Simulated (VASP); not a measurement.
Write the native input for VASP 6.6.1 that does the following.

| Item | Value |
| --- | --- |
| Task | single point |
| Functional | r2SCAN |
| Potentials or basis | VASP PAW PBE potentials, release 64 (Ni) |
| Cutoff | 520 eV |
| k mesh | 15 × 15 × 15 |
| Occupations | fermi-dirac, width 0.05 eV |
| Spin | collinear spin, ferromagnetic start |
| Starting moments | [0.807] μB |
| Dipole correction | no |
| Further INCAR settings | ALGO = Normal; EDIFF = 1e-06; NBANDS = 15 |

The system is Ni.

```
CELL_PARAMETERS angstrom
0.00000 1.73807 1.73807
1.73807 0.00000 1.73807
1.73807 1.73807 0.00000
ATOMIC_POSITIONS crystal
Ni 0.00000 0.00000 0.00000
```

These files were run (other wordings do the same):

POSCAR

```
Ni
1.0
    0.0000000000      1.7380692641      1.7380692641
    1.7380692641      0.0000000000      1.7380692641
    1.7380692641      1.7380692641      0.0000000000
Ni
1
Direct
    0.0000000000      0.0000000000      0.0000000000
```

INCAR.step1

```
SYSTEM = Ni
ALGO     = Normal         ! electronic algorithm
EDIFF    = 1E-4           ! SCF threshold, eV
ENCUT    = 520            ! plane-wave cutoff, eV
GGA      = PE             ! functional
ISMEAR   = -1             ! smearing method
ISPIN    = 2              ! spin polarisation
LASPH    = .TRUE.         ! aspherical terms in the spheres
LCHARG   = .FALSE.        ! write CHGCAR
LMAXMIX  = 4              ! l up to which the mixer works
LREAL    = .FALSE.        ! projectors in reciprocal space
LWAVE    = .TRUE.         ! write WAVECAR
MAGMOM   = 0.807          ! initial moments
NBANDS   = 15             ! bands
NELM     = 150            ! most SCF steps
PREC     = Accurate       ! precision mode
SIGMA    = 0.05           ! smearing width, eV
```

INCAR.step2

```
SYSTEM = Ni
ALGO     = Normal         ! electronic algorithm
EDIFF    = 1E-6           ! SCF threshold, eV
ENCUT    = 520            ! plane-wave cutoff, eV
ISIF     = 2              ! what is computed and relaxed
ISMEAR   = -1             ! smearing method
ISPIN    = 2              ! spin polarisation
ISTART   = 1            
LASPH    = .TRUE.         ! aspherical terms in the spheres
LCHARG   = .FALSE.        ! write CHGCAR
LMAXMIX  = 4              ! l up to which the mixer works
LMIXTAU  = .TRUE.       
LORBIT   = 11             ! projections on sites
LREAL    = .FALSE.        ! projectors in reciprocal space
LWAVE    = .FALSE.        ! write WAVECAR
MAGMOM   = 0.807          ! initial moments
METAGGA  = R2SCAN         ! meta-GGA
NBANDS   = 15             ! bands
NELM     = 150            ! most SCF steps
PREC     = Accurate       ! precision mode
SIGMA    = 0.05           ! smearing width, eV
```

KPOINTS

```
k-points
0
G
  15 15 15
  0 0 0
```

Potentials or basis: VASP PAW PBE potentials, release 64 (Ni).

Command:

```console
$ cat potpaw_PBE.64/Ni/POTCAR > POTCAR
$ cp INCAR.step1 INCAR
$ mpirun -np 1 vasp_std > vasp.out
$ cp INCAR.step2 INCAR
$ mpirun -np 1 vasp_std > vasp.out
```

It gave:

| Quantity | Value |
| --- | --- |
| Pressure | 0.5 GPa |
| Net moment | 0.69 μB per cell |
| Site moments | Ni +0.71 μB |
| Valence electrons inside the program's atomic spheres | Ni 9.41 |

Caveat: the PAW data sets were made with another functional, which shifts forces and pressure a little.

Run time: 96 s on 1 thread of Intel(R) Xeon(R) Platinum 8488C (Sapphire Rapids) (shared host), peak memory 0.15 GiB.
